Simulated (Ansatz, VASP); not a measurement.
## Bi2Te3 in VASP and in Ansatz

The input INCAR:

```
SYSTEM = Bi2Te3
ALGO = Normal
EDIFF = 1E-8
ENCUT = 520
GGA = PE
ISIF = 2
ISMEAR = -1
LASPH = .True.
LCHARG = .False.
LEFG = .True.
LREAL = .False.
LWAVE = .False.
NBANDS = 32
NELM = 100
PREC = Accurate
SIGMA = 0.08
```

Contents of KPOINTS:

```
k-points
0
Gamma
  7 7 7
  0 0 0
```

POSCAR

```
Bi2Te3
1.0
    2.1856660536      1.2618948844     10.1316708497
   -2.1856660536      1.2618948844     10.1316708497
    0.0000000000     -2.5237897687     10.1316708497
Bi Te
2 3
Direct
    0.4000000000      0.4000000000      0.4000000000
    0.6000000000      0.6000000000      0.6000000000
    0.0000000000      0.0000000000      0.0000000000
    0.2095000000      0.2095000000      0.2095000000
    0.7905000000      0.7905000000      0.7905000000
```

Input for Ansatz:

```yaml
crystal:
  lattice:
    - [2.1856660536, 1.2618948844, 10.1316708497]
    - [-2.1856660536, 1.2618948844, 10.1316708497]
    - [0.0, -2.5237897687, 10.1316708497]
  atoms:
    - { symbol: Bi, position: [0.4, 0.4, 0.4] }
    - { symbol: Bi, position: [0.6, 0.6, 0.6] }
    - { symbol: Te, position: [0.0, 0.0, 0.0] }
    - { symbol: Te, position: [0.2095, 0.2095, 0.2095] }
    - { symbol: Te, position: [0.7905, 0.7905, 0.7905] }
kpoints:
  mp_grid: { grid: [7, 7, 7] }
scf:
  occupations: { method: fermi_dirac, width: 0.08 }
hamiltonian:
  xc: pbe
  pseudopotentials: { kind: paw }
output:
  forces: true
  stress: true
  eigenvalues: true
  efg: { contact_densities: true }
  write_density: true
  write_potential: true
  elf: true
  volumetric_format: npy
```

Change from the starting cell: volume scaled by 0.99, PAW files.

Alike in both runs: task electric field gradients; functional PBE; k mesh 7 × 7 × 7; occupations fermi-dirac, width 0.08 eV; no spin polarisation.

|  | VASP | Ansatz |
| --- | --- | --- |
| version | VASP 6.6.1 | Ansatz 0.2.0 |
| potentials or method | VASP PAW PBE potentials, release 64 (Bi_d, Te) | PAW with Ansatz's default frozen-core files, scalar-relativistic |
| plane-wave cutoff (eV) | 520 | 420 |
| valence electrons in the cell | 48 | 78 |

|  | VASP | Ansatz | Ansatz less VASP |
| --- | --- | --- | --- |
| pressure (GPa) | 2.5 | 2.5 | +0.02 |
| traceless stress, the component that is largest in VASP (GPa) | -0.11 | -0.11 | -0.002 |
| rms of the force components (eV/Å) | 0.012 | 0.009 | -0.0038 |
| size of Vzz on the site where it differs most (V/Å²) | 94.1 | 99.3 | +5.22 |

Atom by atom the forces differ by 0.006 eV/Å (rms over components). VASP's potentials hold 48 valence electrons a cell and Ansatz's 78, so a difference there can come from the potentials and not from the codes.

Spin-orbit coupling is off throughout.
